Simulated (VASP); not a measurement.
Write the native input for VASP 6.6.1 that does the following.

```
Task                   : single point
Functional             : r2SCAN
Potentials or basis    : VASP PAW PBE potentials, release 64 (Tl_d)
Cutoff                 : 520 eV
k mesh                 : 4 × 4 × 4
Occupations            : fermi-dirac, width 0.1 eV
Spin                   : no spin polarisation
Dipole correction      : no
Further INCAR settings : ALGO = Normal; EDIFF = 1e-07; NBANDS = 62
```

The system is Tl.

```
CELL_PARAMETERS angstrom
6.24196 0.00000 0.00000
0.00000 6.24196 0.00000
0.00000 0.00000 6.24196
ATOMIC_POSITIONS crystal
Tl 0.00000 0.00000 0.00000
Tl 0.50000 0.50000 0.50000
Tl 0.25000 0.00000 0.50000
Tl 0.75000 0.00000 0.50000
Tl 0.50000 0.25000 0.00000
Tl 0.50000 0.75000 0.00000
Tl 0.00000 0.50000 0.25000
Tl 0.00000 0.50000 0.75000
```

The input as run:

POSCAR

```
Tl
1.0
    6.2419635786      0.0000000000      0.0000000000
    0.0000000000      6.2419635786      0.0000000000
    0.0000000000      0.0000000000      6.2419635786
Tl
8
Direct
    1.0000000000      1.0000000000      0.0000000000
    0.5000000000      0.5000000000      0.5000000000
    0.2500000000      1.0000000000      0.5000000000
    0.7500000000      1.0000000000      0.5000000000
    0.5000000000      0.2500000000      0.0000000000
    0.5000000000      0.7500000000      0.0000000000
    0.0000000000      0.5000000000      0.2500000000
    0.0000000000      0.5000000000      0.7500000000
```

INCAR.step1

```
ALGO = Normal
EDIFF = 1E-4
ENCUT = 520
GGA = PE
ISMEAR = -1
LASPH = T
LCHARG = F
LREAL = F
LWAVE = T
NBANDS = 62
NELM = 60
PREC = Accurate
SIGMA = 0.1
```

INCAR.step2

```
ALGO = Normal
EDIFF = 1E-7
ENCUT = 520
ISIF = 2
ISMEAR = -1
ISTART = 1
LASPH = T
LCHARG = T
LELF = T
LMIXTAU = T
LREAL = F
LVHAR = T
LWAVE = F
METAGGA = R2SCAN
NBANDS = 62
NELM = 60
PREC = Accurate
SIGMA = 0.1
```

KPOINTS

```
k-points
0
Gamma
  4 4 4
```

Potentials or basis: VASP PAW PBE potentials, release 64 (Tl_d).

Launch:

```bash
$ cat potpaw_PBE.64/Tl_d/POTCAR > POTCAR
$ cp INCAR.step1 INCAR
$ mpirun -np 1 vasp_std > vasp.out
$ cp INCAR.step2 INCAR
$ mpirun -np 1 vasp_std > vasp.out
```

Results of the run:

* Pressure: -0.1 GPa
* Band gap on the k mesh: zero (band 52 reaches 7.59 eV, above the bottom of band 53 at 5.05 eV)

Caveat: the PAW data sets were made with another functional, which shifts forces and pressure a little; spin-orbit coupling is left out, which moves the levels of the heavy elements.

It took 9.6 min on 1 thread of Intel(R) Xeon(R) Platinum 8375C CPU @ 2.90GHz (Ice Lake) (shared host), peak memory 0.4 GiB.
